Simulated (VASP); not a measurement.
Wanted: the native input for a VASP 6.6.1 run.

| Quantity | Value |
| --- | --- |
| Task | single point |
| Functional | r2SCAN |
| Potentials or basis | VASP PAW PBE potentials, release 64 (Pt) |
| Cutoff | 520 eV |
| k mesh | 8 × 8 × 5 |
| Occupations | fermi-dirac, width 0.05 eV |
| Spin | no spin polarisation |
| Dipole correction | no |
| Further INCAR settings | ALGO = Normal; EDIFF = 1e-07; NBANDS = 17 |

The system is Pt.

```
Pt
1.0
     2.71653    0.00000    0.00000
    -1.35827    2.35259    0.00000
     0.00000    0.00000    4.65480
Pt
2
Direct
  0.33333 0.66667 0.25000
  0.66667 0.33333 0.75000
```

One way to write it, as run:

POSCAR

```
Pt
1.0
    2.7165325422      0.0000000000      0.0000000000
   -1.3582662711      2.3525861917      0.0000000000
    0.0000000000      0.0000000000      4.6547964935
Pt
2
Direct
    0.3333333333      0.6666666667      0.2500000000
    0.6666666667      0.3333333333      0.7500000000
```

INCAR.step1

```
PREC = Accurate
ENCUT = 520
ISMEAR = -1
SIGMA = 0.05
LREAL = False
LASPH = True
NELM = 100
NBANDS = 17
GGA = PE
ALGO = Normal
EDIFF = 1E-4
LWAVE = True
LCHARG = False
```

INCAR.step2

```
PREC = Accurate
ENCUT = 520
EDIFF = 1E-7
ISMEAR = -1
SIGMA = 0.05
LREAL = False
LASPH = True
NELM = 100
ALGO = Normal
ISIF = 2
LWAVE = False
LCHARG = True
METAGGA = R2SCAN
LMIXTAU = True
LELF = True
LVHAR = True
NBANDS = 17
ISTART = 1
```

KPOINTS

```
Automatic mesh
0
Gamma
  8 8 5
```

Potentials or basis: VASP PAW PBE potentials, release 64 (Pt).

Command:

```bash
$ cat potpaw_PBE.64/Pt/POTCAR > POTCAR
$ cp INCAR.step1 INCAR
$ mpirun -np 1 vasp_std > vasp.out
$ cp INCAR.step2 INCAR
$ mpirun -np 1 vasp_std > vasp.out
```

Results of the run:

- Pressure: 10.9 GPa
- Band gap on the k mesh: zero (band 10 reaches 11.79 eV, above the bottom of band 11 at 10.47 eV)

Caveat: the PAW data sets were made with another functional, which shifts forces and pressure a little; spin-orbit coupling is left out, which moves the levels of the heavy elements.

Run time: 26 s on 1 thread of Intel(R) Xeon(R) 6975P-C (Granite Rapids) (shared host), peak memory 0.15 GiB.
